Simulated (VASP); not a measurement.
Set up this calculation in VASP 6.6.1, as the native input.

| Property | Result |
| --- | --- |
| Task | single point |
| Functional | r2SCAN |
| Potentials or basis | VASP PAW PBE potentials, release 64 (Li_sv, H) |
| Cutoff | 520 eV |
| k mesh | 10 × 10 × 10 |
| Occupations | fermi-dirac, width 0.02 eV |
| Spin | no spin polarisation |
| Dipole correction | no |
| Further INCAR settings | ALGO = Normal; EDIFF = 1e-07; NBANDS = 9 |

Crystal: LiH.

```
Li H
1.0
     0.00000    2.14512    2.14512
     2.14512    0.00000    2.14512
     2.14512    2.14512    0.00000
Li H
1 1
Direct
  0.00000 0.00000 0.00000
  0.25000 0.25000 0.25000
```

These files were run (other wordings do the same):

POSCAR

```
LiH
1.0
    0.0000000000      2.1451220264      2.1451220264
    2.1451220264      0.0000000000      2.1451220264
    2.1451220264      2.1451220264      0.0000000000
Li H
1 1
Direct
    0.0000000000      0.0000000000      0.0000000000
    0.2500000000      0.2500000000      0.2500000000
```

INCAR.step1

```
ALGO = Normal
EDIFF = 1E-4
ENCUT = 520
GGA = PE
ISMEAR = -1
LASPH = True
LCHARG = False
LREAL = False
LWAVE = True
NBANDS = 9
NELM = 100
PREC = Accurate
SIGMA = 0.02
```

INCAR.step2

```
ALGO = Normal
EDIFF = 1E-7
ENCUT = 520
ISIF = 2
ISMEAR = -1
ISTART = 1
LASPH = True
LCHARG = True
LELF = True
LMIXTAU = True
LREAL = False
LVHAR = True
LWAVE = False
METAGGA = R2SCAN
NBANDS = 9
NELM = 100
PREC = Accurate
SIGMA = 0.02
```

KPOINTS

```
k-points
0
Gamma
  10 10 10
```

Potentials or basis: VASP PAW PBE potentials, release 64 (Li_sv, H).

Run with:

```bash
$ cat potpaw_PBE.64/Li_sv/POTCAR potpaw_PBE.64/H/POTCAR > POTCAR
$ cp INCAR.step1 INCAR
$ mpirun -np 1 vasp_std > vasp.out
$ cp INCAR.step2 INCAR
$ mpirun -np 1 vasp_std > vasp.out
```

It gave:

* Band gap on the k mesh: 4.82 eV, indirect (least direct gap 5.85 eV)

Wall time 23 s on 1 thread of Intel(R) Xeon(R) Platinum 8488C (Sapphire Rapids), with other jobs on the host, peak memory 0.14 GiB.
